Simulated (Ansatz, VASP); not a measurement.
SnO in VASP and in Ansatz

```xyz
4
Lattice="3.8766 0.0000 0.0000 0.0000 3.8766 0.0000 0.0000 0.0000 4.9308" Properties=species:S:1:pos:R:3 pbc="T T T"
Sn    0.0000    1.9383    1.1760
Sn    1.9383    0.0000    3.7548
O     0.0000    0.0000    0.0000
O     1.9383    1.9383    0.0000
```

Change from the starting cell: volume scaled by 1.06, crystal datasets.

Alike in both runs: task electric field gradients; functional PBE; k mesh 8 × 8 × 6; occupations fermi-dirac, width 0.01 eV; no spin polarisation.

```csv
,VASP,Ansatz
version,VASP 6.6.1,Ansatz 0.2.0
potentials or method,"VASP PAW PBE potentials, release 64 (Sn_d, O), cutoff 520 eV","all-electron PAW with datasets made for the crystal, scalar-relativistic"
```

```tsv
	VASP	Ansatz	Ansatz less VASP
pressure (GPa)	-1.0	-1.2	-0.20
rms of the force components (eV/Å)	0.139	0.170	+0.0311
size of Vzz on the site where it differs most (V/Å²)	157.0	163.6	+6.63
```

Atom by atom the forces differ by 0.031 eV/Å (rms over components). Ansatz ran all-electron here, and VASP with PAW potentials.
